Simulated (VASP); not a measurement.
# Al (Fm-3m) in VASP: a series of runs, part 2 of 2

VASP 6.6.1. The steps go on from the part before.

## 4. Single point, PBEsol

This run uses another cell than the first one, of 16.60 Å³/atom, 1.087 times its volume.

INCAR reads:

```
ALGO = Normal ; EDIFF = 1E-6
ENCUT = 520 ; GGA = PS
ISIF = 2 ; ISMEAR = -1
LASPH = T ; LCHARG = F
LREAL = F ; LWAVE = F
NBANDS = 8 ; NELM = 80
PREC = Accurate ; SIGMA = 0.05
```

KPOINTS reads:

```
k-points
0
Gamma
  12 12 12
```

POSCAR reads:

```
Al
1.0
    0.0000000000      2.0248050000      2.0248050000
    2.0248050000      0.0000000000      2.0248050000
    2.0248050000      2.0248050000      0.0000000000
Al
1
Direct
    0.0000000000      0.0000000000      0.0000000000
```

Potentials or basis: VASP PAW PBE potentials, release 64 (Al).

Run with:

```sh
$ cat potpaw_PBE.64/Al/POTCAR > POTCAR
$ mpirun -np 1 vasp_std > vasp.out
```

OUTCAR:

```text
EDIFF = 1E-6
   ENCUT = 520
   GGA = PS
   ISIF = 2
   ISMEAR = -1
   LASPH = T
   LREAL = F
   NELM = 80
   PREC = Accurate

 ion  position               nearest neighbor table
   1  0.000  0.000  0.000-

  LATTYP: Found a face centered cubic cell.
 ALAT       =     4.0496100000

  Lattice vectors:

 A1 = (   0.0000000000,   2.0248050000,   2.0248050000)
 A2 = (   2.0248050000,   0.0000000000,   2.0248050000)
 A3 = (   2.0248050000,   2.0248050000,   0.0000000000)

Analysis of symmetry for initial positions (statically):
=====================================================================
 Subroutine PRICEL returns:
 Original cell was already a primitive cell.

 Routine SETGRP: Setting up the symmetry group for a
 face centered cubic supercell.

 Subroutine GETGRP returns: Found 48 space group operations
 (whereof 48 operations were pure point group operations)
 out of a pool of 48 trial point group operations.

The static configuration has the point symmetry O_h .

Analysis of symmetry for dynamics (positions and initial velocities):
=====================================================================
 Subroutine PRICEL returns:
 Original cell was already a primitive cell.

 Routine SETGRP: Setting up the symmetry group for a
 face centered cubic supercell.

 Subroutine GETGRP returns: Found 48 space group operations
 (whereof 48 operations were pure point group operations)
 out of a pool of 48 trial point group operations.

The dynamic configuration has the point symmetry O_h .

 Subroutine INISYM returns: Found 48 space group operations
 (whereof 48 operations are pure point group operations),
 and found     1 'primitive' translations

----------------------------------------------------------------------------------------

                                     Primitive cell

  volume of cell :      16.6027

[... 100 lines left out ...]
   EFERMI =   0.00;   METHOD = LEGACY
   ISMEAR =    -1;   SIGMA  =   0.05  broadening in eV -4-tet -1-fermi 0-gaus
   EFERMI_NEDOS =   21; number of points for ismear=-14 and -15
   IALGO  =     38    algorithm
   IMIX   =      4    mixing-type and parameters
     AMIX     =   0.40;   BMIX     =  1.00
     AMIX_MAG =   1.60;   BMIX_MAG =  1.00
  volume/ion in A,a.u.               =      16.60       112.04
  Fermi-wavevector in a.u.,A,eV,Ry     =   0.925526  1.748991 11.654733  0.856599
  Thomas-Fermi vector in A             =   2.051390
   LORBIT       =      0    0 simple, 1 ext, 2 COOP (PROOUT), +10 PAW based schemes
   GGA     = PS    functional components
   LHFCALC =     F    Hartree Fock is set to
   AEXX    =    0.0000 exact exchange contribution
   IVDW    =     0    specifies the selected vdW correction
   LEPSILON=     F    determine dielectric tensor
   LRPA    =     F    only Hartree local field effects (RPA)
 non-spin polarized calculation
  energy-cutoff  :      520.00
  volume of cell :       16.60
 maximum number of plane-waves:       459
 NGX is ok and might be reduce to    24
   NGX = 11   NGY = 11   NGZ = 11

 number of electron       3.0000000 magnetization

 Free energy of the ion-electron system (eV)
  ---------------------------------------------------
  ext. energy  EPLUGINS =         0.00000000
  ---------------------------------------------------
  free energy    TOTEN  =        -4.09874269 eV

  energy without entropy =       -4.09565191  energy(sigma->0) =       -4.09719730

 E-fermi :   7.7564     XC(G=0): -10.2339

 val. band max:        7.6473121853   @ k =   0.5000   0.2500   0.0833
 cond. band min:       7.8232268775   @ k =  -0.4167   0.4167   0.0833
 fundamental gap:      0.1759146922
 Fermi energy:         7.7563694761

 k-point     1 :       0.0000    0.0000    0.0000
  band No.  band energies     occupation
      1      -3.2012      2.00000
      2      20.4471      0.00000
      3      20.4471      0.00000
      4      20.4471      0.00000
      5      21.8921      0.00000
      6      21.8921      0.00000
      7      21.8921      0.00000
      8      24.3248      0.00000
[... 243 lines left out ...]
 k-point    24 :      -0.4167    0.1667    0.0000
  band No.  band energies     occupation
      1       3.3457      2.00000
      2       4.7909      2.00000
      3      13.3392      0.00000
      4      16.6111      0.00000
      5      18.4609      0.00000
      6      23.0907      0.00000
      7      25.7901      0.00000
      8      28.7650      0.00000

 [... further k-points ...]
[... 5 lines left out ...]
  --------------------------------------------------------------------------------------
  -------------------------------------------------------------------------------------
  Total       -0.1835033     -0.1835033     -0.1835033     -0.0000000     -0.0000000      0.0000000
  in kB      -17.7082173    -17.7082173    -17.7082173     -0.0000000     -0.0000000      0.0000000
  external PRESSURE =     -17.7082173 kB  Pullay stress =       0.0000000 kB

 VOLUME and BASIS-vectors are now :
 -----------------------------------------------------------------------------
  energy-cutoff  :      520.00
  volume of cell :       16.60
      direct lattice vectors                 reciprocal lattice vectors
     0.000000000  2.024805000  2.024805000    -0.246937359  0.246937359  0.246937359
     2.024805000  0.000000000  2.024805000     0.246937359 -0.246937359  0.246937359
     2.024805000  2.024805000  0.000000000     0.246937359  0.246937359 -0.246937359

 POSITION                                       TOTAL-FORCE (eV/Angst)
 -----------------------------------------------------------------------------------
      0.00000      0.00000      0.00000         0.000000     -0.000000     -0.000000
 -----------------------------------------------------------------------------------
    total drift:                               -0.000000      0.000000      0.000000

  FREE ENERGIE OF THE ION-ELECTRON SYSTEM (eV)
  ---------------------------------------------------
  free  energy   TOTEN  =        -4.0987426922 eV

  energy  without entropy=       -4.0956519118  energy(sigma->0) =       -4.09719730
```

stdout:

```text
POSCAR found type information on POSCAR Al
 POSCAR found :  1 types and       1 ions
 scaLAPACK will be used
 -----------------------------------------------------------------------------
|                                                                             |
|                                                                             |
|     You enforced a specific xc type in the INCAR file but a different       |
|     I HOPE YOU KNOW WHAT YOU ARE DOING!                                     |
|                                                                             |
 -----------------------------------------------------------------------------

 LDA part: xc-table for (Slater+PW92), standard interpolation
 POSCAR, INCAR and KPOINTS ok, starting setup
 FFT: planning ... GRIDC
 FFT: planning ... GRID_SOFT
 FFT: planning ... GRID
 WAVECAR not read
 entering main loop
```

Wall time 22 s (1 thread of AMD EPYC 7R13, shared host); peak memory 0.1 GiB.

What came out:

- Free energy: -4.0987 eV
- Pressure: -1.8 GPa

Caveat: the PAW data sets were made with another functional, which shifts forces and pressure a little.

## 5. Single point, PBEsol

This run uses another cell than the first one, of 17.27 Å³/atom, 1.130 times its volume.

INCAR reads:

```
SYSTEM = Al
  PREC = Accurate
  ENCUT = 520
  EDIFF = 1E-6
  ISMEAR = -1
  SIGMA = 0.05
  LREAL = .FALSE.
  LASPH = .TRUE.
  NELM = 100
  ALGO = Normal
  ISIF = 2
  LWAVE = .FALSE.
  LCHARG = .TRUE.
  GGA = PS
  LELF = .TRUE.
  LVHAR = .TRUE.
  NBANDS = 8
```

KPOINTS reads:

```
regular mesh
0
G
  12 12 12
  0 0 0
```

POSCAR reads:

```
Al
1.0
    0.0000000000      2.0514502267      2.0514502267
    2.0514502267      0.0000000000      2.0514502267
    2.0514502267      2.0514502267      0.0000000000
Al
1
Direct
    0.0000000000      0.0000000000      0.0000000000
```

Run with:

```sh
$ cat potpaw_PBE.64/Al/POTCAR > POTCAR
$ mpirun -np 1 vasp_std > vasp.out
```

Wall time 26 s (1 thread of AMD EPYC 7R13, shared host); peak memory 0.1 GiB.

Results (log left out):

```
Free energy : -4.0856 eV
Pressure    : -4.5 GPa
```

Levels at points of the mesh, in eV from the Fermi level:
```csv
k point,band 1,band 2,band 3,band 4,band 5
"(0.00, 0.00, 0.00)",-10.69,12.48,12.48,12.48,13.63
"(0.50, 0.00, 0.00)",-4.29,-4.19,11.05,11.05,11.36
"(0.50, 0.50, 0.00)",-2.68,-1.48,5.37,5.51,5.51
```

Caveat: the PAW data sets were made with another functional, which shifts forces and pressure a little.

## 6. Single point, PBEsol

This run uses another cell than the first one, of 17.93 Å³/atom, 1.174 times its volume.

INCAR reads:

```
PREC = Accurate ; ENCUT = 520
EDIFF = 1E-6 ; ISMEAR = -1
SIGMA = 0.05 ; LREAL = F
LASPH = T ; NELM = 100
ALGO = Normal ; ISIF = 2
LWAVE = F ; LCHARG = F
GGA = PS ; NBANDS = 8
```

KPOINTS reads:

```
regular mesh
0
Gamma
  12 12 12
```

POSCAR reads:

```
Al
1.0
    0.0000000000      2.0774207080      2.0774207080
    2.0774207080      0.0000000000      2.0774207080
    2.0774207080      2.0774207080      0.0000000000
Al
1
Direct
    0.0000000000      0.0000000000      0.0000000000
```

Potentials or basis: VASP PAW PBE potentials, release 64 (Al).

Run with:

```sh
$ cat potpaw_PBE.64/Al/POTCAR > POTCAR
$ mpirun -np 1 vasp_std > vasp.out
```

OUTCAR:

```text
PREC = Accurate
   ENCUT = 520
   EDIFF = 1E-6
   ISMEAR = -1
   LREAL = F
   LASPH = T
   NELM = 100
   ISIF = 2
   GGA = PS

 ion  position               nearest neighbor table
   1  0.000  0.000  0.000-

  LATTYP: Found a face centered cubic cell.
 ALAT       =     4.1548414160

  Lattice vectors:

 A1 = (   0.0000000000,   2.0774207080,   2.0774207080)
 A2 = (   2.0774207080,   0.0000000000,   2.0774207080)
 A3 = (   2.0774207080,   2.0774207080,   0.0000000000)

Analysis of symmetry for initial positions (statically):
=====================================================================
 Subroutine PRICEL returns:
 Original cell was already a primitive cell.

 Routine SETGRP: Setting up the symmetry group for a
 face centered cubic supercell.

 Subroutine GETGRP returns: Found 48 space group operations
 (whereof 48 operations were pure point group operations)
 out of a pool of 48 trial point group operations.

The static configuration has the point symmetry O_h .

Analysis of symmetry for dynamics (positions and initial velocities):
=====================================================================
 Subroutine PRICEL returns:
 Original cell was already a primitive cell.

 Routine SETGRP: Setting up the symmetry group for a
 face centered cubic supercell.

 Subroutine GETGRP returns: Found 48 space group operations
 (whereof 48 operations were pure point group operations)
 out of a pool of 48 trial point group operations.

The dynamic configuration has the point symmetry O_h .

 Subroutine INISYM returns: Found 48 space group operations
 (whereof 48 operations are pure point group operations),
 and found     1 'primitive' translations

----------------------------------------------------------------------------------------

                                     Primitive cell

  volume of cell :      17.9310

  direct lattice vectors                    reciprocal lattice vectors
     0.000000000  2.077420708  2.077420708    -0.240683073  0.240683073  0.240683073
     2.077420708  0.000000000  2.077420708     0.240683073 -0.240683073  0.240683073
     2.077420708  2.077420708  0.000000000     0.240683073  0.240683073 -0.240683073

  length of vectors
     2.937916540  2.937916540  2.937916540     0.416875311  0.416875311  0.416875311

  position of ions in fractional coordinates (direct lattice)
     0.000000000  0.000000000  0.000000000

  ion indices of the primitive-cell ions
   primitive index   ion index
                 1           1

----------------------------------------------------------------------------------------

 KPOINTS: regular mesh

Automatic generation of k-mesh.
 Grid dimensions read from file:
 generate k-points for:   12   12   12

 Generating k-lattice:

  Cartesian coordinates                     Fractional coordinates (reciprocal lattice)
    -0.020056923  0.020056923  0.020056923     0.083333333  0.000000000  0.000000000
     0.020056923 -0.020056923  0.020056923     0.000000000  0.083333333  0.000000000
     0.020056923  0.020056923 -0.020056923     0.000000000  0.000000000  0.083333333

  Length of vectors
     0.034739609  0.034739609  0.034739609

  Shift w.r.t. Gamma in fractional coordinates (k-lattice)
     0.000000000  0.000000000  0.000000000

 Subroutine IBZKPT returns following result:
 ===========================================

 Found     72 irreducible k-points:

 Following reciprocal coordinates:
            Coordinates               Weight
  0.000000  0.000000  0.000000      1.000000
  0.083333  0.000000  0.000000      8.000000
  0.166667  0.000000  0.000000      8.000000
  0.250000  0.000000  0.000000      8.000000
  0.333333  0.000000  0.000000      8.000000
  0.416667  0.000000  0.000000      8.000000
[... 16 lines left out ...]
  0.500000  0.166667  0.000000     24.000000
 -0.416667  0.166667  0.000000     24.000000
 [... further k-points ...]
   k-points           NKPTS =     72   k-points in BZ     NKDIM =     72   number of bands    NBANDS=      8
   number of dos      NEDOS =    301   number of ions     NIONS =      1
   total plane-waves  NPLWV =  13824
   dimension x,y,z NGX =    24 NGY =   24 NGZ =   24
   dimension x,y,z NGXF=    48 NGYF=   48 NGZF=   48
   ions per type =               1
   NGX,Y,Z   is equivalent  to a cutoff of  13.58, 13.58, 13.58 a.u.
   NGXF,Y,Z  is equivalent  to a cutoff of  27.16, 27.16, 27.16 a.u.
 SYSTEM =  unknown system
   PREC   = accura    normal or accurate (medium, high low for compatibility)
   ISTART =      0    job   : 0-new  1-cont  2-samecut
   ICHARG =      2    charge: 1-file 2-atom 10-const
   ISPIN  =      1    spin polarized calculation?
   LNONCOLLINEAR =      F non collinear calculations
   LSORBIT =      F    spin-orbit coupling
   LASPH  =      T    aspherical Exc in radial PAW
   ENCUT  =  520.0 eV  38.22 Ry    6.18 a.u.   5.46  5.46  5.46*2*pi/ulx,y,z
   NELM   =    100;   NELMIN=  2; NELMDL= -5     # of ELM steps
   EDIFF  = 0.1E-05   stopping-criterion for ELM
   LREAL  =      F    real-space projection
   EDIFFG = 0.1E-04   stopping-criterion for IOM
   NSW    =      0    number of steps for IOM
   IBRION =     -1    ionic relax: 0-MD 1-quasi-New 2-CG
   NFREE  =      0    steps in history (QN), initial steepest desc. (CG)
   ISIF   =      2    stress and relaxation
   ISYM   =      2    0-nonsym 1-usesym 2-fastsym
   POTIM  = 0.5000    time-step for ionic-motion
   TEBEG  =    0.0;   TEEND  =   0.0 temperature during run
   PSTRESS=    0.0 pullay stress
   NELECT =       3.0000    total number of electrons
   NUPDOWN=      -1.0000    fix difference up-down
   EMIN   =  10.00;   EMAX   =-10.00  energy-range for DOS
   EFERMI =   0.00;   METHOD = LEGACY
   ISMEAR =    -1;   SIGMA  =   0.05  broadening in eV -4-tet -1-fermi 0-gaus
   EFERMI_NEDOS =   21; number of points for ismear=-14 and -15
   IALGO  =     38    algorithm
   IMIX   =      4    mixing-type and parameters
     AMIX     =   0.40;   BMIX     =  1.00
     AMIX_MAG =   1.60;   BMIX_MAG =  1.00
  volume/ion in A,a.u.               =      17.93       121.00
  Fermi-wavevector in a.u.,A,eV,Ry     =   0.902085  1.704693 11.071841  0.813757
  Thomas-Fermi vector in A             =   2.025245
   LORBIT       =      0    0 simple, 1 ext, 2 COOP (PROOUT), +10 PAW based schemes
   GGA     = PS    functional components
   LHFCALC =     F    Hartree Fock is set to
   AEXX    =    0.0000 exact exchange contribution
   IVDW    =     0    specifies the selected vdW correction
   LEPSILON=     F    determine dielectric tensor
   LRPA    =     F    only Hartree local field effects (RPA)
 non-spin polarized calculation
  energy-cutoff  :      520.00
  volume of cell :       17.93
 maximum number of plane-waves:       531
 NGX is ok and might be reduce to    24
   NGX = 11   NGY = 11   NGZ = 11

 number of electron       3.0000000 magnetization

 Free energy of the ion-electron system (eV)
  ---------------------------------------------------
  ext. energy  EPLUGINS =         0.00000000
  ---------------------------------------------------
  free energy    TOTEN  =        -4.06221020 eV

  energy without entropy =       -4.05895148  energy(sigma->0) =       -4.06058084

 E-fermi :   6.9828     XC(G=0):  -9.9576

 val. band max:        6.8872864206   @ k =   0.5000   0.2500   0.0833
 cond. band min:       7.0408481343   @ k =  -0.4167   0.4167   0.0833
 fundamental gap:      0.1535617137
 Fermi energy:         6.9827730029

 k-point     1 :       0.0000    0.0000    0.0000
  band No.  band energies     occupation
      1      -3.4571      2.00000
      2      19.2589      0.00000
      3      19.2589      0.00000
      4      19.2589      0.00000
      5      20.1454      0.00000
      6      20.1454      0.00000
      7      20.1454      0.00000
      8      23.0024      0.00000

 k-point     2 :       0.0833    0.0000    0.0000
  band No.  band energies     occupation
      1      -3.2786      2.00000
      2      16.6301      0.00000
      3      18.5662      0.00000
      4      18.5662      0.00000
      5      20.9972      0.00000
      6      21.0984      0.00000
      7      21.0984      0.00000
      8      24.6537      0.00000
[... 221 lines left out ...]
 k-point    23 :       0.5000    0.1667    0.0000
  band No.  band energies     occupation
      1       2.1534      2.00000
      2       4.8858      2.00000
      3      12.9773      0.00000
      4      14.7975      0.00000
      5      16.5362      0.00000
      6      22.2524      0.00000
      7      24.2865      0.00000
      8      26.3830      0.00000

 k-point    24 :      -0.4167    0.1667    0.0000
  band No.  band energies     occupation
      1       2.7848      2.00000
      2       4.1473      2.00000
      3      12.2757      0.00000
      4      15.3632      0.00000
      5      17.1672      0.00000
      6      21.6072      0.00000
      7      24.0659      0.00000
      8      27.0982      0.00000

 [... further k-points ...]
[... 5 lines left out ...]
  --------------------------------------------------------------------------------------
  -------------------------------------------------------------------------------------
  Total       -0.7481097     -0.7481097     -0.7481097      0.0000000      0.0000000      0.0000000
  in kB      -66.8455509    -66.8455509    -66.8455509      0.0000000      0.0000000      0.0000000
  external PRESSURE =     -66.8455509 kB  Pullay stress =       0.0000000 kB

 VOLUME and BASIS-vectors are now :
 -----------------------------------------------------------------------------
  energy-cutoff  :      520.00
  volume of cell :       17.93
      direct lattice vectors                 reciprocal lattice vectors
     0.000000000  2.077420708  2.077420708    -0.240683073  0.240683073  0.240683073
     2.077420708  0.000000000  2.077420708     0.240683073 -0.240683073  0.240683073
     2.077420708  2.077420708  0.000000000     0.240683073  0.240683073 -0.240683073

 POSITION                                       TOTAL-FORCE (eV/Angst)
 -----------------------------------------------------------------------------------
      0.00000      0.00000      0.00000         0.000000      0.000000     -0.000000
 -----------------------------------------------------------------------------------
    total drift:                               -0.000000      0.000000     -0.000000

  FREE ENERGIE OF THE ION-ELECTRON SYSTEM (eV)
  ---------------------------------------------------
  free  energy   TOTEN  =        -4.0622102031 eV

  energy  without entropy=       -4.0589514818  energy(sigma->0) =       -4.06058084
```

Run time: 27 s. Hardware: 1 thread of AMD EPYC 7R13, shared host; peak memory 0.1 GiB.

What came out:

* Free energy: -4.0622 eV
* Pressure: -6.7 GPa

Caveat: the PAW data sets were made with another functional, which shifts forces and pressure a little.

## 7. The runs side by side

```csv
cell,gap on the mesh (eV),pressure (GPa)
"a = 2.785 Å, angles 60.0°, 1 atom",none,5.7
"a = 2.825 Å, angles 60.0°, 1 atom",none,1.6
"a = 2.864 Å, angles 60.0°, 1 atom",none,-1.8
"a = 2.901 Å, angles 60.0°, 1 atom",none,-4.5
"a = 2.938 Å, angles 60.0°, 1 atom",none,-6.7
```

Alike in all rows: task single point; level PBEsol; potentials or basis VASP PAW PBE potentials, release 64 (Al); no spin polarisation; k mesh 12 × 12 × 12; cutoff (eV) 520; smearing fermi-dirac 0.05 eV.

Caveats: the PAW data sets were made with another functional, which shifts forces and pressure a little.

Absolute energies hang on the potentials; compare differences alone.
